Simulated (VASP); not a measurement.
# CdTe (F-43m) in VASP: a series of runs

The runs below take CdTe through relaxation of cell and atoms, with PBE+D4.

All numbers are computed with VASP 6.6.1; they aren't measurements. Logs are shortened: lines on timing, memory, paths and dates and some standing lists are left out, and cuts for length are marked.

### 1 The cell of the first run

Symmetry: F-43m, No. 216, cubic system. The conventional cell has a = 6.410 Å, b = 6.410 Å, c = 6.410 Å, α = 90.00°, β = 90.00°, γ = 90.00°. Cd (site symmetry -43m) has 4 Te at 2.78 Å within 3.7 Å. Te (site symmetry -43m) has 4 Cd at 2.78 Å within 3.7 Å.

### 2 Relaxation of cell and atoms, PBE+D4, target pressure 10 GPa, at which the enthalpy is minimised

INCAR reads:

```
SYSTEM = CdTe
ALGO = Normal ; EDIFF = 1E-7
EDIFFG = -0.01 ; ENCUT = 500
GGA = PE ; GGA_COMPAT = .FALSE.
IBRION = 2 ; ISIF = 3
ISMEAR = 0 ; IVDW = 13
LASPH = .TRUE. ; LCHARG = .FALSE.
LREAL = .FALSE. ; LWAVE = .FALSE.
NELM = 120 ; NELMIN = 4
NSW = 100 ; PREC = Accurate
PSTRESS = 100.0 ; SIGMA = 0.01
```

KPOINTS reads:

```
k-points
0
G
  5 5 5
  0 0 0
```

POSCAR reads:

```
CdTe
1.0
    0.0000000000      3.2050000000      3.2050000000
    3.2050000000      0.0000000000      3.2050000000
    3.2050000000      3.2050000000      0.0000000000
Cd Te
1 1
Direct
    0.0000000000      0.0000000000      0.0000000000
    0.2500000000      0.2500000000      0.2500000000
```

Potentials or basis: VASP PAW PBE potentials, release 64 (Cd, Te).

Command:

```
$ cat potpaw_PBE.64/Cd/POTCAR potpaw_PBE.64/Te/POTCAR > POTCAR
$ mpirun -np 1 vasp_std > vasp.out
```

OUTCAR:

```text
SYSTEM = CdTe
   EDIFF = 1E-7
   EDIFFG = -0.01
   ENCUT = 500
   GGA = PE
   IBRION = 2
   ISIF = 3
   ISMEAR = 0
   IVDW = 13
   LASPH = .TRUE.
   LREAL = .FALSE.
   NELM = 120
   NELMIN = 4
   NSW = 100
   PREC = Accurate
   PSTRESS = 100.0

 ion  position               nearest neighbor table
   1  0.000  0.000  0.000-   2 2.78   2 2.78   2 2.78   2 2.78
   2  0.250  0.250  0.250-   1 2.78   1 2.78   1 2.78   1 2.78

  LATTYP: Found a face centered cubic cell.
 ALAT       =     6.4100000000

  Lattice vectors:

 A1 = (   0.0000000000,   3.2050000000,   3.2050000000)
 A2 = (   3.2050000000,   0.0000000000,   3.2050000000)
 A3 = (   3.2050000000,   3.2050000000,   0.0000000000)

Analysis of symmetry for initial positions (statically):
=====================================================================
 Subroutine PRICEL returns:
 Original cell was already a primitive cell.

 Routine SETGRP: Setting up the symmetry group for a
 face centered cubic supercell.

 Subroutine GETGRP returns: Found 24 space group operations
 (whereof 24 operations were pure point group operations)
 out of a pool of 48 trial point group operations.

The static configuration has the point symmetry T_d .

Analysis of symmetry for dynamics (positions and initial velocities):
=====================================================================
 Subroutine PRICEL returns:
 Original cell was already a primitive cell.

 Routine SETGRP: Setting up the symmetry group for a
 face centered cubic supercell.

 Subroutine GETGRP returns: Found 24 space group operations
 (whereof 24 operations were pure point group operations)
 out of a pool of 48 trial point group operations.

The dynamic configuration has the point symmetry T_d .

 Subroutine INISYM returns: Found 24 space group operations
 (whereof 24 operations are pure point group operations),
 and found     1 'primitive' translations

----------------------------------------------------------------------------------------

                                     Primitive cell

  volume of cell :      65.8437

  direct lattice vectors                    reciprocal lattice vectors
     0.000000000  3.205000000  3.205000000    -0.156006240  0.156006240  0.156006240
     3.205000000  0.000000000  3.205000000     0.156006240 -0.156006240  0.156006240
     3.205000000  3.205000000  0.000000000     0.156006240  0.156006240 -0.156006240

  length of vectors
     4.532554467  4.532554467  4.532554467     0.270210734  0.270210734  0.270210734

  position of ions in fractional coordinates (direct lattice)
     0.000000000  0.000000000  0.000000000
     0.250000000  0.250000000  0.250000000

  ion indices of the primitive-cell ions
   primitive index   ion index
                 1           1
                 2           2

----------------------------------------------------------------------------------------

 KPOINTS: k-points

Automatic generation of k-mesh.
 Grid dimensions read from file:
 generate k-points for:    5    5    5

 Generating k-lattice:

  Cartesian coordinates                     Fractional coordinates (reciprocal lattice)
    -0.031201248  0.031201248  0.031201248     0.200000000  0.000000000  0.000000000
     0.031201248 -0.031201248  0.031201248     0.000000000  0.200000000  0.000000000
     0.031201248  0.031201248 -0.031201248     0.000000000  0.000000000  0.200000000

  Length of vectors
     0.054042147  0.054042147  0.054042147

  Shift w.r.t. Gamma in fractional coordinates (k-lattice)
     0.000000000  0.000000000  0.000000000

 Subroutine IBZKPT returns following result:
 ===========================================

 Found     10 irreducible k-points:

 Following reciprocal coordinates:
            Coordinates               Weight
  0.000000  0.000000  0.000000      1.000000
  0.200000  0.000000  0.000000      8.000000
  0.400000  0.000000  0.000000      8.000000
  0.200000  0.200000  0.000000      6.000000
  0.400000  0.200000  0.000000     24.000000
 -0.400000  0.200000  0.000000     24.000000
 -0.200000  0.200000  0.000000     12.000000
  0.400000  0.400000  0.000000      6.000000
 -0.400000  0.400000  0.000000     12.000000
 -0.400000  0.400000  0.200000     24.000000
   k-points           NKPTS =     10   k-points in BZ     NKDIM =     10   number of bands    NBANDS=     13
   number of dos      NEDOS =    301   number of ions     NIONS =      2
   total plane-waves  NPLWV =  46656
   dimension x,y,z NGX =    36 NGY =   36 NGZ =   36
   dimension x,y,z NGXF=    72 NGYF=   72 NGZF=   72
   ions per type =               1   1
   NGX,Y,Z   is equivalent  to a cutoff of  13.20, 13.20, 13.20 a.u.
   NGXF,Y,Z  is equivalent  to a cutoff of  26.41, 26.41, 26.41 a.u.
 SYSTEM =  CdTe
   PREC   = accura    normal or accurate (medium, high low for compatibility)
   ISTART =      0    job   : 0-new  1-cont  2-samecut
   ICHARG =      2    charge: 1-file 2-atom 10-const
   ISPIN  =      1    spin polarized calculation?
   LNONCOLLINEAR =      F non collinear calculations
   LSORBIT =      F    spin-orbit coupling
   LASPH  =      T    aspherical Exc in radial PAW
   ENCUT  =  500.0 eV  36.75 Ry    6.06 a.u.   8.26  8.26  8.26*2*pi/ulx,y,z
   NELM   =    120;   NELMIN=  4; NELMDL= -5     # of ELM steps
   EDIFF  = 0.1E-06   stopping-criterion for ELM
   LREAL  =      F    real-space projection
   EDIFFG = -.1E-01   stopping-criterion for IOM
   NSW    =    100    number of steps for IOM
   IBRION =      2    ionic relax: 0-MD 1-quasi-New 2-CG
   NFREE  =      1    steps in history (QN), initial steepest desc. (CG)
   ISIF   =      3    stress and relaxation
   ISYM   =      2    0-nonsym 1-usesym 2-fastsym
   POTIM  = 0.5000    time-step for ionic-motion
   TEBEG  =    0.0;   TEEND  =   0.0 temperature during run
   PSTRESS=  100.0 pullay stress
   NELECT =      18.0000    total number of electrons
   NUPDOWN=      -1.0000    fix difference up-down
   EMIN   =  10.00;   EMAX   =-10.00  energy-range for DOS
   EFERMI =   0.00;   METHOD = LEGACY
   ISMEAR =     0;   SIGMA  =   0.01  broadening in eV -4-tet -1-fermi 0-gaus
   EFERMI_NEDOS =   21; number of points for ismear=-14 and -15
   IALGO  =     38    algorithm
   IMIX   =      4    mixing-type and parameters
     AMIX     =   0.40;   BMIX     =  1.00
     AMIX_MAG =   1.60;   BMIX_MAG =  1.00
  volume/ion in A,a.u.               =      32.92       222.17
  Fermi-wavevector in a.u.,A,eV,Ry     =   1.062497  2.007828 15.359610  1.128899
  Thomas-Fermi vector in A             =   2.197950
   LORBIT       =      0    0 simple, 1 ext, 2 COOP (PROOUT), +10 PAW based schemes
   GGA     = PE    functional components
   LHFCALC =     F    Hartree Fock is set to
   AEXX    =    0.0000 exact exchange contribution
   IVDW    =    13    specifies the selected vdW correction
   LEPSILON=     F    determine dielectric tensor
   LRPA    =     F    only Hartree local field effects (RPA)
 conjugate gradient relaxation of ions
 non-spin polarized calculation
 Gauss-broadening in eV      SIGMA  =   0.01
  energy-cutoff  :      500.00
  volume of cell :       65.84
 maximum number of plane-waves:      1687
 NGX is ok and might be reduce to    36
   NGX = 17   NGY = 17   NGZ = 17

--------------------------------------- Ionic step        1  -------------------------------------------

 number of electron      17.9999995 magnetization

 Free energy of the ion-electron system (eV)
  ---------------------------------------------------
  ext. energy  EPLUGINS =         0.00000000
  ---------------------------------------------------
  free energy    TOTEN  =        -4.70789936 eV

  energy without entropy =       -4.70789936  energy(sigma->0) =       -4.70789936

------------------------ aborting loop because EDIFF is reached ----------------------------------------

  DFT-D4 for vdW energy calculation

  Edisp (eV):   -0.73878

  FORCE on cell =-STRESS in cart. coord.  units (eV):
  Direction    XX          YY          ZZ          XY          YZ          ZX
  --------------------------------------------------------------------------------------
  -------------------------------------------------------------------------------------
  Total       0.99719     0.99719     0.99719     0.00000     0.00000    -0.00000
  in kB      24.26469    24.26469    24.26469     0.00000     0.00000    -0.00000
  external pressure =      -75.74 kB  Pullay stress =      100.00 kB

 VOLUME and BASIS-vectors are now :
 -----------------------------------------------------------------------------
  energy-cutoff  :      500.00
  volume of cell :       65.84
      direct lattice vectors                 reciprocal lattice vectors
     0.000000000  3.205000000  3.205000000    -0.156006240  0.156006240  0.156006240
     3.205000000  0.000000000  3.205000000     0.156006240 -0.156006240  0.156006240
     3.205000000  3.205000000  0.000000000     0.156006240  0.156006240 -0.156006240
[... 92 lines left out ...]
  FREE ENERGIE OF THE ION-ELECTRON SYSTEM (eV)
  ---------------------------------------------------
  free  energy   TOTEN  =        -5.1982051570 eV

  energy  without entropy=       -5.1982051570  energy(sigma->0) =       -5.19820516

  enthalpy is  TOTEN    =        -1.5209735304 eV   P V=        3.6772316266

--------------------------------------- Ionic step        4  -------------------------------------------

 number of electron      17.9999998 magnetization

 Free energy of the ion-electron system (eV)
  ---------------------------------------------------
  ext. energy  EPLUGINS =         0.00000000
  ---------------------------------------------------
  free energy    TOTEN  =        -4.35175729 eV

  energy without entropy =       -4.35175729  energy(sigma->0) =       -4.35175729

 E-fermi :   3.9234     XC(G=0):  -9.2467

 val. band max:        3.8286881538   @ k =   0.0000   0.0000   0.0000
 cond. band min:       5.0572065262   @ k =   0.0000   0.0000   0.0000
 fundamental gap:      1.2285183723
 Fermi energy:         3.9234396983

 k-point     1 :       0.0000    0.0000    0.0000
  band No.  band energies     occupation
      1      -8.3055      2.00000
      2      -5.1012      2.00000
      3      -5.1012      2.00000
      4      -5.1012      2.00000
      5      -4.7167      2.00000
      6      -4.7167      2.00000
      7       3.8287      2.00000
      8       3.8287      2.00000
      9       3.8287      2.00000
     10       5.0572      0.00000
     11       8.2772      0.00000
     12       8.2772      0.00000
     13       8.2772      0.00000

 k-point     2 :       0.2000    0.0000    0.0000
  band No.  band energies     occupation
      1      -8.1158      2.00000
      2      -5.0635      2.00000
      3      -5.0635      2.00000
      4      -4.9586      2.00000
      5      -4.7193      2.00000
      6      -4.7193      2.00000
      7       1.3835      2.00000
      8       3.4129      2.00000
      9       3.4129      2.00000
     10       6.0645      0.00000
     11       8.8022      0.00000
[... 154 lines left out ...]
 POSITION                                       TOTAL-FORCE (eV/Angst)
 -----------------------------------------------------------------------------------
      6.17211      6.17211      6.17211         0.000000     -0.000000     -0.000000
      1.54303      1.54303      1.54303        -0.000000      0.000000      0.000000
 -----------------------------------------------------------------------------------
    total drift:                                0.000000      0.000000      0.000000

  FREE ENERGIE OF THE ION-ELECTRON SYSTEM (eV)
  ---------------------------------------------------
  free  energy   TOTEN  =        -5.1899434348 eV

  energy  without entropy=       -5.1899434348  energy(sigma->0) =       -5.18994343

  enthalpy is  TOTEN    =        -1.5210815916 eV   P V=        3.6688618432

 reached required accuracy - stopping structural energy minimisation
```

It took 77 s on 1 thread of Intel Xeon 8259CL, shared host; peak memory 0.21 GiB.

Results:

* Free energy: -5.1899 eV
* Relaxed volume: 29.39 Å³/atom
* Relaxed cell: a = 4.364 Å, b = 4.364 Å, c = 4.364 Å, α = 60.00°, β = 60.00°, γ = 60.00°
* Space group after relaxing (to 0.1 Å): F-43m (No. 216)
* Energy change on relaxing (the run minimises the enthalpy): +128.4 meV/atom
* Ionic steps: 4
* Pressure after relaxing: 10.0 GPa
* Band gap on the k mesh: 1.23 eV
* Dispersion energy per atom: -0.419 eV

The path:
```
step  energy change (eV)  largest force (eV/Å)  pressure (GPa)  volume (Å³)
   1              0.0000                0.0000            2.43        65.84
   2              0.9156                0.0000           22.92        52.10
   3              0.2485                0.0000            9.78        58.92
   4              0.2567                0.0000            9.97        58.78
```

Final structure:
```yaml
crystal:
  lattice:
    - [0.00000, 3.08606, 3.08606]
    - [3.08606, 0.00000, 3.08606]
    - [3.08606, 3.08606, 0.00000]
  atoms:
    - { symbol: Cd, position: [0.00000, 0.00000, 0.00000] }
    - { symbol: Te, position: [0.25000, 0.25000, 0.25000] }
```

Caveat: the cell is relaxed towards a set pressure, so the run minimises the enthalpy, not the energy; spin-orbit coupling is left out, which moves the levels of the heavy elements. PBE gaps usually lie below the measured ones, often by a third to a half.

### 3 Relaxation of cell and atoms, PBE+D4, target pressure 20 GPa, at which the enthalpy is minimised

INCAR reads:

```
ALGO = Normal
EDIFF = 1E-7
EDIFFG = -0.01
ENCUT = 500
GGA = PE
GGA_COMPAT = F
IBRION = 2
ISIF = 3
ISMEAR = 0
IVDW = 13
LASPH = T
LCHARG = F
LREAL = F
LWAVE = F
NELM = 120
NELMIN = 4
NSW = 100
PREC = Accurate
PSTRESS = 200.0
SIGMA = 0.01
```

KPOINTS reads:

```
k-points
0
Gamma
  5 5 5
```

POSCAR is that of step 2.

Potentials or basis: VASP PAW PBE potentials, release 64 (Cd, Te).

Command:

```
$ cat potpaw_PBE.64/Cd/POTCAR potpaw_PBE.64/Te/POTCAR > POTCAR
$ mpirun -np 1 vasp_std > vasp.out
```

Run time: 1.7 min. Hardware: 1 thread of Intel Xeon 8259CL, shared host; peak memory 0.22 GiB.

Results (log left out):

```
Free energy                                                : -4.6902 eV
Relaxed volume                                             : 26.64 Å³/atom
Relaxed cell                                               : a = 4.224 Å, b = 4.224 Å, c = 4.224 Å, α = 60.00°, β = 60.00°, γ = 60.00°
Space group after relaxing (to 0.1 Å)                      : F-43m (No. 216)
Energy change on relaxing (the run minimises the enthalpy) : +378.3 meV/atom
Ionic steps                                                : 5
Pressure after relaxing                                    : 20.0 GPa
Band gap on the k mesh                                     : 1.54 eV
Dispersion energy per atom                                 : -0.466 eV
```

Step by step:
| step | energy change (eV) | largest force (eV/Å) | pressure (GPa) | volume (Å³) |
| --- | --- | --- | --- | --- |
| 1 | 0.0000 | 0.0000 | 2.43 | 65.84 |
| 2 | 6.2222 | 0.0000 | 112.64 | 37.08 |
| 3 | 0.6160 | 0.0000 | 17.37 | 54.49 |
| 4 | 0.7052 | 0.0000 | 19.05 | 53.71 |
| 5 | 0.7565 | 0.0000 | 20.01 | 53.29 |

Final structure:
```
Cd Te
1.0
     0.00000    2.98676    2.98676
     2.98676    0.00000    2.98676
     2.98676    2.98676    0.00000
Cd Te
1 1
Direct
  0.00000 0.00000 0.00000
  0.25000 0.25000 0.25000
```

Levels at points of the mesh, in eV from the valence-band top:
```csv
k point,band 6,band 7,band 8,band 9,band 10,band 11,band 12,band 13
"(0.00, 0.00, 0.00)",-9.02,0.00,0.00,0.00,1.54,4.30,4.30,4.30
```

Caveat: the cell is relaxed towards a set pressure, so the run minimises the enthalpy, not the energy; the volume moved by over 15 % at a fixed basis, so the end points are rough; spin-orbit coupling is left out, which moves the levels of the heavy elements; an odd mesh through Γ misses points on the zone boundary, where band edges can lie.
